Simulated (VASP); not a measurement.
Here is a VASP 6.6.1 calculation.

Contents of INCAR:

```
ALGO = Normal
EDIFF = 1E-6
ENCUT = 520
GGA = CA
ISIF = 2
ISMEAR = 0
LASPH = T
LCHARG = F
LREAL = F
LWAVE = F
NBANDS = 12
NELM = 100
PREC = Accurate
SIGMA = 0.15
```

File KPOINTS:

```
k-points
0
Gamma
  18 18 18
```

File POSCAR:

```
P
1.0
    1.6978860328      0.9802749581      3.2331520973
   -1.6978860328      0.9802749581      3.2331520973
    0.0000000000     -1.9605499161      3.2331520973
P
2
Direct
    0.2270802500      0.2270802500      0.2270802500
    0.7729197500      0.7729197500      0.7729197500
```

Potentials or basis: VASP PAW LDA potentials, release 64 (P).

Launch:

```bash
$ cat potpaw_LDA.64/P/POTCAR > POTCAR
$ mpirun -np 1 vasp_std > vasp.out
```

**Question.** Estimate the largest force.

**Answer.** 0.077 eV/Å.

**Question.** Predict the band gap on the k mesh.

**Answer.** Zero (band 5 reaches 9.69 eV, above the bottom of band 6 at 8.48 eV).

**Question.** Estimate the pressure.

**Answer.** -2.2 GPa.

Forces on the atoms (eV/Å):
```
P    0.000  0.000  0.077
P    0.000  0.000 -0.077
```
